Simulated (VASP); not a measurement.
# Be7Se8 (a cell with a defect) in VASP: notebook, part 2 of 2

VASP 6.6.1. Earlier steps stand in the parts before.

## 3. Single point, PBEsol

Input file INCAR:

```
SYSTEM = Be7Se8
ALGO = Normal ; EDIFF = 1E-6
ENCUT = 520 ; GGA = PS
ISIF = 2 ; ISMEAR = 0
LASPH = .True. ; LCHARG = .False.
LREAL = Auto ; LWAVE = .False.
NBANDS = 44 ; NELM = 80
PREC = Accurate ; SIGMA = 0.1
```

Input file KPOINTS:

```
k-points
0
Gamma
  3 3 3
  0 0 0
```

Input file POSCAR:

```
Be7Se8
1.0
    0.0000000000      5.1164660000      5.1164660000
    5.1164660000      0.0000000000      5.1164660000
    5.1164660000      5.1164660000      0.0000000000
Be Se
7 8
Direct
   -0.0109355755     -0.0173147833      0.0268690342
    0.0115611049     -0.0151061299      0.5192588009
   -0.0109555111      0.5019995247      0.0268856472
    0.4972234742      0.0120112202     -0.0206040654
    0.4930106054      0.0327276679      0.4760668790
    0.7488005393      0.4487907278     -0.1457123921
    0.4929872494      0.4988186182      0.4760839806
    0.1224395901      0.1187200306      0.1407393306
    0.1262082070      0.1051548080      0.6556822619
    0.0362695658      0.6175620047      0.2292199342
    0.1261673585      0.6135559193      0.6556984841
    0.6140835295      0.1603637159      0.0931993880
    0.6336005165      0.1290891995      0.6088482754
    0.6140567532      0.6329969749      0.0932179555
    0.6698825908      0.6509826314      0.5287783599
```

Potentials or basis: VASP PAW PBE potentials, release 64 (Be, Se).

On the command line:

```bash
> cat potpaw_PBE.64/Be/POTCAR potpaw_PBE.64/Se/POTCAR > POTCAR
> mpirun -np 1 vasp_std > vasp.out
```

OUTCAR:

```text
SYSTEM = Be7Se8
   EDIFF = 1E-6
   ENCUT = 520
   GGA = PS
   ISIF = 2
   ISMEAR = 0
   LASPH = .True.
   LREAL = Auto
   NELM = 80
   PREC = Accurate

 ion  position               nearest neighbor table
   1  0.989  0.983  0.027-   9 2.19  10 2.23  12 2.25   8 2.27
   2  0.012  0.985  0.519-   9 2.20  11 2.20   8 2.24  13 2.24
   3  0.989  0.502  0.027-  11 2.19  10 2.23  14 2.25   8 2.27
   4  0.497  0.012  0.979-  13 2.19   8 2.23  14 2.24  12 2.24
   5  0.493  0.033  0.476-  13 2.19   9 2.20  12 2.26  15 2.30
   6  0.749  0.449  0.854-  14 2.24  12 2.24  15 2.25
   7  0.493  0.499  0.476-  13 2.19  11 2.20  14 2.26  15 2.31
   8  0.122  0.119  0.141-   4 2.23   2 2.24   3 2.27   1 2.27
   9  0.126  0.105  0.656-   1 2.19   2 2.20   5 2.20
  10  0.036  0.618  0.229-   3 2.23   1 2.23  15 2.43
  11  0.126  0.614  0.656-   3 2.19   2 2.20   7 2.20
  12  0.614  0.160  0.093-   4 2.24   6 2.24   1 2.25   5 2.26
  13  0.634  0.129  0.609-   4 2.19   7 2.19   5 2.19   2 2.24
  14  0.614  0.633  0.093-   4 2.24   6 2.24   3 2.25   7 2.26
  15  0.670  0.651  0.529-   6 2.25   5 2.30   7 2.31  10 2.43

  LATTYP: Found a face centered cubic cell.
 ALAT       =    10.2329320000

  Lattice vectors:

 A1 = (   0.0000000000,   5.1164660000,   5.1164660000)
 A2 = (   5.1164660000,   0.0000000000,   5.1164660000)
 A3 = (   5.1164660000,   5.1164660000,   0.0000000000)

Analysis of symmetry for initial positions (statically):
=====================================================================
 Subroutine PRICEL returns:
 Original cell was already a primitive cell.

 Routine SETGRP: Setting up the symmetry group for a
 face centered cubic supercell.

 Subroutine GETGRP returns: Found  1 space group operations
 (whereof  1 operations were pure point group operations)
 out of a pool of 48 trial point group operations.

The static configuration has the point symmetry C_1 .

Analysis of symmetry for dynamics (positions and initial velocities):
=====================================================================
 Subroutine PRICEL returns:
 Original cell was already a primitive cell.

 Routine SETGRP: Setting up the symmetry group for a
 face centered cubic supercell.

 Subroutine GETGRP returns: Found  1 space group operations
 (whereof  1 operations were pure point group operations)
 out of a pool of 48 trial point group operations.

The dynamic configuration has the point symmetry C_1 .

 Subroutine INISYM returns: Found  1 space group operations
 (whereof  1 operations are pure point group operations),
 and found     1 'primitive' translations

----------------------------------------------------------------------------------------

                                     Primitive cell

  volume of cell :     267.8800

  direct lattice vectors                    reciprocal lattice vectors
     0.000000000  5.116466000  5.116466000    -0.097723702  0.097723702  0.097723702
     5.116466000  0.000000000  5.116466000     0.097723702 -0.097723702  0.097723702
     5.116466000  5.116466000  0.000000000     0.097723702  0.097723702 -0.097723702

  length of vectors
[... 83 lines left out ...]
   dimension x,y,z NGXF=   108 NGYF=  108 NGZF=  108
   ions per type =               7   8
   NGX,Y,Z   is equivalent  to a cutoff of  12.41, 12.41, 12.41 a.u.
   NGXF,Y,Z  is equivalent  to a cutoff of  24.81, 24.81, 24.81 a.u.
 SYSTEM =  Be7Se8
   PREC   = accura    normal or accurate (medium, high low for compatibility)
   ISTART =      0    job   : 0-new  1-cont  2-samecut
   ICHARG =      2    charge: 1-file 2-atom 10-const
   ISPIN  =      1    spin polarized calculation?
   LNONCOLLINEAR =      F non collinear calculations
   LSORBIT =      F    spin-orbit coupling
   LASPH  =      T    aspherical Exc in radial PAW
   ENCUT  =  520.0 eV  38.22 Ry    6.18 a.u.  13.45 13.45 13.45*2*pi/ulx,y,z
   NELM   =     80;   NELMIN=  2; NELMDL= -5     # of ELM steps
   EDIFF  = 0.1E-05   stopping-criterion for ELM
   LREAL  =      T    real-space projection
   EDIFFG = 0.1E-04   stopping-criterion for IOM
   NSW    =      0    number of steps for IOM
   IBRION =     -1    ionic relax: 0-MD 1-quasi-New 2-CG
   NFREE  =      0    steps in history (QN), initial steepest desc. (CG)
   ISIF   =      2    stress and relaxation
   ISYM   =      2    0-nonsym 1-usesym 2-fastsym
   POTIM  = 0.5000    time-step for ionic-motion
   TEBEG  =    0.0;   TEEND  =   0.0 temperature during run
   PSTRESS=    0.0 pullay stress
   NELECT =      62.0000    total number of electrons
   NUPDOWN=      -1.0000    fix difference up-down
   EMIN   =  10.00;   EMAX   =-10.00  energy-range for DOS
   EFERMI =   0.00;   METHOD = LEGACY
   ISMEAR =     0;   SIGMA  =   0.10  broadening in eV -4-tet -1-fermi 0-gaus
   EFERMI_NEDOS =   21; number of points for ismear=-14 and -15
   IALGO  =     38    algorithm
   IMIX   =      4    mixing-type and parameters
     AMIX     =   0.40;   BMIX     =  1.00
     AMIX_MAG =   1.60;   BMIX_MAG =  1.00
  volume/ion in A,a.u.               =      17.86       120.52
  Fermi-wavevector in a.u.,A,eV,Ry     =   1.005137  1.899434 13.745974  1.010301
  Thomas-Fermi vector in A             =   2.137797
   LORBIT       =      0    0 simple, 1 ext, 2 COOP (PROOUT), +10 PAW based schemes
   GGA     = PS    functional components
   LHFCALC =     F    Hartree Fock is set to
   AEXX    =    0.0000 exact exchange contribution
   IVDW    =     0    specifies the selected vdW correction
   LEPSILON=     F    determine dielectric tensor
   LRPA    =     F    only Hartree local field effects (RPA)
 non-spin polarized calculation
 Gauss-broadening in eV      SIGMA  =   0.10
  energy-cutoff  :      520.00
  volume of cell :      267.88
 maximum number of plane-waves:      7239
 NGX is ok and might be reduce to    54
   NGX = 27   NGY = 27   NGZ = 27

 number of electron      61.9999998 magnetization

 Free energy of the ion-electron system (eV)
  ---------------------------------------------------
  ext. energy  EPLUGINS =         0.00000000
  ---------------------------------------------------
  free energy    TOTEN  =       -67.80567449 eV

  energy without entropy =      -67.80567449  energy(sigma->0) =      -67.80567449

 E-fermi :   3.8973     XC(G=0):  -9.5062

 val. band max:        3.4778547635   @ k =   0.3333   0.0000   0.0000
 cond. band min:       4.3178832354   @ k =   0.3333   0.0000  -0.3333
 fundamental gap:      0.8400284719
 Fermi energy:         3.8973180328

 k-point     1 :       0.0000    0.0000    0.0000
  band No.  band energies     occupation
      1     -11.2594      2.00000
      2     -10.0727      2.00000
      3      -9.3096      2.00000
      4      -9.2825      2.00000
      5      -9.1818      2.00000
      6      -8.7709      2.00000
[... 633 lines left out ...]
     42       9.1049      0.00000
     43       9.2042      0.00000
 [bands above 43 left out]

------------------------ aborting loop because EDIFF is reached ----------------------------------------

  FORCE on cell =-STRESS in cart. coord.  units (eV):
  Direction    XX          YY          ZZ          XY          YZ          ZX
  --------------------------------------------------------------------------------------
  -------------------------------------------------------------------------------------
  Total       -2.2859031      0.4437659     -2.2848315      0.3135887     -0.3158649      3.7183224
  in kB      -13.6718768      2.6541423    -13.6654673      1.8755590     -1.8891727     22.2391074
  external PRESSURE =      -8.2277339 kB  Pullay stress =       0.0000000 kB

 VOLUME and BASIS-vectors are now :
 -----------------------------------------------------------------------------
  energy-cutoff  :      520.00
  volume of cell :      267.88
      direct lattice vectors                 reciprocal lattice vectors
     0.000000000  5.116466000  5.116466000    -0.097723702  0.097723702  0.097723702
     5.116466000  0.000000000  5.116466000     0.097723702 -0.097723702  0.097723702
     5.116466000  5.116466000  0.000000000     0.097723702  0.097723702 -0.097723702

 POSITION                                       TOTAL-FORCE (eV/Angst)
 -----------------------------------------------------------------------------------
      5.16535      5.19799     10.08839         0.000932      0.004366      0.001801
      7.69595      2.71592      5.09833        -0.001823     -0.004805      0.001962
      2.70602      5.19797      7.62888        -0.001816      0.004362     -0.001101
      5.07250      7.55507      2.60548         0.001455      0.003809     -0.001695
      2.60323      4.95825      2.68992        -0.008234     -0.000893     -0.001917
      6.66716      8.20215      6.12744        -0.001337     -0.002488      0.001327
      4.98806      4.95822      5.07454         0.001982     -0.000789      0.008291
      1.32751      1.34655      1.23388        -0.001149     -0.004298     -0.003670
      3.89280      4.00052      1.18376         0.007173     -0.004765      0.002106
      4.33253      1.35837      3.34531        -0.012806      0.020661      0.014857
      6.49410      4.00039      3.78477        -0.004609     -0.005883     -0.006706
      1.29735      3.61879      3.96243         0.005384     -0.004481     -0.012147
      3.77563      6.35695      3.90228        -0.007346      0.008225      0.009249
      3.71565      3.61875      6.38051         0.010921     -0.005996     -0.001838
      6.03621      6.13291      6.75816         0.011271     -0.007026     -0.010518
 -----------------------------------------------------------------------------------
    total drift:                                0.000641     -0.000033     -0.000502

  FREE ENERGIE OF THE ION-ELECTRON SYSTEM (eV)
  ---------------------------------------------------
  free  energy   TOTEN  =       -67.8056744866 eV

  energy  without entropy=      -67.8056744864  energy(sigma->0) =      -67.80567449
```

Run time: 2.1 min. Hardware: 1 thread of Intel Xeon 6975P-C (Granite Rapids), shared host; peak memory 0.42 GiB.

What came out:

| Quantity | Value |
| --- | --- |
| Free energy | -67.8057 eV |
| Pressure | -0.8 GPa |
| Largest force | 0.028 eV/Å |
| Band gap on the k mesh | 0.84 eV |

Forces on the atoms (eV/Å):
```
Be   0.001  0.004  0.002
Be  -0.002 -0.005  0.002
Be  -0.002  0.004 -0.001
Be   0.001  0.004 -0.002
Be  -0.008 -0.001 -0.002
Be  -0.001 -0.002  0.001
Be   0.002 -0.001  0.008
Se  -0.001 -0.004 -0.004
Se   0.007 -0.005  0.002
Se  -0.013  0.021  0.015
Se  -0.005 -0.006 -0.007
Se   0.005 -0.004 -0.012
Se  -0.007  0.008  0.009
Se   0.011 -0.006 -0.002
Se   0.011 -0.007 -0.011
```

Levels at points of the mesh, in eV from the valence-band top:
| k point | band 29 | band 30 | band 31 | band 32 | band 33 | band 34 |
| --- | --- | --- | --- | --- | --- | --- |
| (0.00, 0.00, 0.00) | -0.71 | -0.31 | -0.06 | 1.41 | 1.58 | 2.45 |

Caveat: the PAW data sets were made with another functional, which shifts forces and pressure a little.

## 4. Single point, PBEsol

Input file INCAR:

```
SYSTEM = Be7Se8
ALGO = Normal
EDIFF = 1E-7
ENCUT = 520
GGA = PS
ISIF = 2
ISMEAR = 0
LASPH = .True.
LCHARG = .False.
LREAL = Auto
LWAVE = .False.
NBANDS = 44
NELM = 60
PREC = Accurate
SIGMA = 0.1
```

KPOINTS is that of step 3.

Input file POSCAR:

```
Be7Se8
1.0
    0.0000000000      5.1164660000      5.1164660000
    5.1164660000      0.0000000000      5.1164660000
    5.1164660000      5.1164660000      0.0000000000
Be Se
7 8
Direct
   -0.0255756610     -0.0112339259      0.0337549394
   -0.0050160599     -0.0062465968      0.5181542299
   -0.0255979420      0.5037142825      0.0337606074
    0.4994297822      0.0032026989     -0.0051702679
    0.5004463041      0.0331106471      0.4678876983
    0.8835553681      0.4294986031     -0.2419296835
    0.5004339910      0.4992235852      0.4678970797
    0.1180393850      0.1204128983      0.1417926944
    0.1235260823      0.1035069910      0.6579185711
    0.0366779531      0.6223087381      0.2193516971
    0.1235101533      0.6156946025      0.6579278549
    0.6074244410      0.1695497439      0.0928090795
    0.6234184885      0.1298139184      0.6176180004
    0.6074001078      0.6308878042      0.0928261812
    0.6804287373      0.6466753615      0.5268819337
```

On the command line:

```bash
> cat potpaw_PBE.64/Be/POTCAR potpaw_PBE.64/Se/POTCAR > POTCAR
> mpirun -np 1 vasp_std > vasp.out
```

Wall time 2.4 min (1 thread of Intel Xeon 6975P-C (Granite Rapids), shared host); peak memory 0.42 GiB.

The run converged. Its results:

```
Free energy            : -67.8479 eV
Pressure               : -1.0 GPa
Largest force          : 0.165 eV/Å
Band gap on the k mesh : 1.14 eV
```

Forces on the atoms (eV/Å):
```
Be   0.018 -0.003 -0.010
Be   0.012 -0.014 -0.012
Be   0.010 -0.003 -0.018
Be   0.014  0.018 -0.014
Be  -0.006 -0.001 -0.006
Be  -0.109  0.059  0.109
Be   0.006 -0.001  0.006
Se   0.009 -0.001 -0.011
Se  -0.002 -0.006 -0.009
Se  -0.022  0.018  0.022
Se   0.006 -0.005  0.002
Se   0.031 -0.027  0.008
Se   0.020  0.003 -0.019
Se  -0.004 -0.029 -0.029
Se   0.017 -0.006 -0.018
```

Stress tensor (GPa, compression positive):
```
-1.62  0.66  1.99
 0.66  0.37 -0.66
 1.99 -0.66 -1.62
```

Levels at points of the mesh, in eV from the valence-band top:
| k point | band 29 | band 30 | band 31 | band 32 | band 33 | band 34 |
| --- | --- | --- | --- | --- | --- | --- |
| (0.00, 0.00, 0.00) | -0.66 | -0.26 | 0.00 | 1.40 | 1.88 | 2.51 |

Caveat: the PAW data sets were made with another functional, which shifts forces and pressure a little.

## 5. Single point, PBEsol

Input file INCAR:

```
  PREC = Accurate
  ENCUT = 520
  EDIFF = 1E-6
  ISMEAR = 0
  SIGMA = 0.1
  LREAL = Auto
  LASPH = True
  NELM = 80
  ALGO = Normal
  ISIF = 2
  LWAVE = False
  LCHARG = True
  GGA = PS
  LELF = True
  LVHAR = True
  NBANDS = 44
```

Input file KPOINTS:

```
regular mesh
0
Gamma
  3 3 3
```

Input file POSCAR:

```
Be7Se8
1.0
    0.0000000000      5.1164660000      5.1164660000
    5.1164660000      0.0000000000      5.1164660000
    5.1164660000      5.1164660000      0.0000000000
Be Se
7 8
Direct
   -0.0358157369      0.0012655219      0.0369464001
   -0.0051579547     -0.0037173119      0.5132752763
   -0.0358260956      0.4982927669      0.0369489409
    0.4985376625     -0.0016927700      0.0055413248
    0.5071305077      0.0267729718      0.4685923839
    0.9845695251      0.4461289296     -0.3761515272
    0.5071239602      0.4981976818      0.4685965860
    0.1161911366      0.1215905666      0.1413166823
    0.1326539647      0.0893389109      0.6599694985
    0.0306690204      0.6251934441      0.2196265938
    0.1326457559      0.6187207146      0.6599722347
    0.5990521583      0.1681011855      0.1023364565
    0.6235821757      0.1269067360      0.6232966270
    0.5990416041      0.6312046244      0.1023413426
    0.6774037001      0.6435828949      0.5361204394
```

On the command line:

```bash
> cat potpaw_PBE.64/Be/POTCAR potpaw_PBE.64/Se/POTCAR > POTCAR
> mpirun -np 1 vasp_std > vasp.out
```

Run time: 2.2 min. Hardware: 1 thread of Intel Xeon 6975P-C (Granite Rapids), shared host; peak memory 0.42 GiB.

Results (log left out):

| Property | Result |
| --- | --- |
| Free energy | -68.2083 eV |
| Pressure | 0.4 GPa |
| Largest force | 0.572 eV/Å |
| Band gap on the k mesh | 0.72 eV |

Forces on the atoms (eV/Å):
```
Be   0.070 -0.022 -0.005
Be   0.015 -0.011 -0.015
Be   0.006 -0.022 -0.069
Be   0.041  0.028 -0.041
Be  -0.002  0.035 -0.037
Be  -0.395 -0.119  0.395
Be   0.037  0.035  0.002
Se   0.018 -0.014 -0.020
Se  -0.034  0.038 -0.033
Se   0.000 -0.007 -0.003
Se   0.033  0.036  0.032
Se   0.065 -0.018 -0.033
Se   0.037  0.029 -0.036
Se   0.037 -0.018 -0.062
Se   0.073  0.030 -0.076
```

Stress tensor (GPa, compression positive):
```
 0.31  0.26  1.67
 0.26  0.55 -0.26
 1.67 -0.26  0.31
```

Levels at points of the mesh, in eV from the valence-band top:
| k point | band 28 | band 29 | band 30 | band 31 | band 32 | band 33 | band 34 | band 35 |
| --- | --- | --- | --- | --- | --- | --- | --- | --- |
| (0.00, 0.00, 0.00) | -1.08 | -0.84 | -0.61 | 0.00 | 1.35 | 1.61 | 2.14 | 2.64 |

Caveat: the PAW data sets were made with another functional, which shifts forces and pressure a little.

## 6. Single point, PBEsol

Input file INCAR:

```
SYSTEM = Be7Se8
ALGO = Normal ; EDIFF = 1E-6
ENCUT = 520 ; GGA = PS
ISIF = 2 ; ISMEAR = 0
LASPH = .TRUE. ; LCHARG = .FALSE.
LREAL = Auto ; LWAVE = .FALSE.
NBANDS = 44 ; NELM = 80
PREC = Accurate ; SIGMA = 0.1
```

Input file KPOINTS:

```
k-points
0
G
  3 3 3
  0 0 0
```

Input file POSCAR:

```
Be7Se8
1.0
    0.0000000000      5.1164660000      5.1164660000
    5.1164660000      0.0000000000      5.1164660000
    5.1164660000      5.1164660000      0.0000000000
Be Se
7 8
Direct
   -0.0362223652      0.0182646577      0.0181806153
   -0.0046734406     -0.0032009399      0.5117949577
   -0.0362279355      0.5004759144      0.0181922444
    0.4870986146     -0.0032249799      0.0200571058
    0.5149930636     -0.0019090325      0.4937168546
    1.0526926203      0.4680334043     -0.4880270874
    0.5149925750      0.4939280355      0.4937343471
    0.1074534650      0.1269544252      0.1393379727
    0.1370583719      0.1011159851      0.6423692643
    0.0501335297      0.6412409464      0.1680909245
    0.1370574924      0.6201768955      0.6423820661
    0.5932530383      0.1572049927      0.1232243115
    0.6229393492      0.1190059701      0.6397765567
    0.5932487385      0.6270240045      0.1232403382
    0.6817050089      0.6245640057      0.5699079208
```

Potentials or basis: VASP PAW PBE potentials, release 64 (Be, Se).

On the command line:

```bash
> cat potpaw_PBE.64/Be/POTCAR potpaw_PBE.64/Se/POTCAR > POTCAR
> mpirun -np 1 vasp_std > vasp.out
```

It took 2.4 min on 1 thread of Intel Xeon 6975P-C (Granite Rapids), shared host; peak memory 0.43 GiB.

The run converged. Its results:

```
Free energy            : -68.1781 eV
Pressure               : 0.0 GPa
Largest force          : 0.374 eV/Å
Band gap on the k mesh : zero (bands 31 and 32 overlap by 0.27 eV)
```

Forces on the atoms (eV/Å):
```
Be   0.003  0.047 -0.038
Be  -0.011  0.009  0.011
Be   0.039  0.047 -0.002
Be  -0.051 -0.020  0.051
Be  -0.015 -0.091  0.084
Be   0.240  0.159 -0.240
Be  -0.085 -0.091  0.015
Se  -0.026  0.036  0.023
Se  -0.007  0.059 -0.045
Se   0.103  0.087 -0.105
Se   0.045  0.061  0.006
Se  -0.037 -0.075  0.089
Se  -0.040 -0.038  0.044
Se  -0.087 -0.076  0.035
Se  -0.071 -0.116  0.071
```

Stress tensor (GPa, compression positive):
```
-0.21 -0.20  1.35
-0.20  0.41  0.19
 1.35  0.19 -0.21
```

Levels at points of the mesh, in eV from the Fermi level:
```csv
k point,band 27,band 28,band 29,band 30,band 31,band 32,band 33,band 34,band 35,band 36
"(0.00, 0.00, 0.00)",-1.12,-0.96,-0.81,-0.30,0.13,0.60,2.02,2.32,2.59,3.59
```

Caveat: the PAW data sets were made with another functional, which shifts forces and pressure a little.

## 7. Overview

| cell | gap on the mesh (eV) | pressure (GPa) | largest force (eV/Å) |
| --- | --- | --- | --- |
| as given, atomic positions A | none | -0.2 | 0.02 |
| as given, atomic positions B | 0.84 | -0.8 | 0.03 |
| as given, atomic positions C | 1.14 | -1.0 | 0.17 |
| as given, atomic positions D | 0.72 | 0.4 | 0.57 |
| as given, atomic positions E | none | 0.0 | 0.37 |

Alike in all rows: task single point; level PBEsol; potentials or basis VASP PAW PBE potentials, release 64 (Be, Se); no spin polarisation; k mesh 3 × 3 × 3; cutoff (eV) 520; smearing gaussian 0.1 eV.

Caveats: the PAW data sets were made with another functional, which shifts forces and pressure a little.

Total energies depend on the potentials used, so only differences within one code and one set of settings carry meaning.
